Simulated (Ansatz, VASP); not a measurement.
SiC in VASP and in Ansatz

```
Si C
1.0
     1.53945   -2.66643    0.00000
     1.53945    2.66643    0.00000
     0.00000    0.00000   15.10731
Si C
6 6
Direct
  0.16667 0.83333 0.85770
  0.83333 0.16667 0.35770
  0.50000 0.50000 0.52449
  0.50000 0.50000 0.02449
  0.83333 0.16667 0.69121
  0.16667 0.83333 0.19121
  0.50000 0.50000 0.64984
  0.50000 0.50000 0.14984
  0.16667 0.83333 0.98270
  0.83333 0.16667 0.48270
  0.83333 0.16667 0.81620
  0.16667 0.83333 0.31620
```

Alike in both runs: functional PBEsol; k mesh 12 × 12 × 2; occupations gaussian, width 0.02 eV; no spin polarisation.

Ansatz relaxed the structure, and its values are those at the end. VASP's run is a single point on that final structure, the one shown.

```csv
,VASP,Ansatz
version,VASP 6.6.1,Ansatz 0.2.0
potentials or method,"VASP PAW PBE potentials, release 64 (Si, C), cutoff 520 eV","scalar-relativistic, plane waves, PAW"
valence electrons in the cell,48,48
```

```tsv
	VASP	Ansatz	Ansatz less VASP
gap on the k mesh at the Fermi level (eV)	1.91	1.92	+0.008
least direct gap on the mesh (eV)	3.02	3.02	+0.009
pressure (GPa)	0.3	0.0	-0.35
```

VASP's potentials were made for PBE, not for PBEsol. Ansatz's warnings: near symmetry operations not taken.
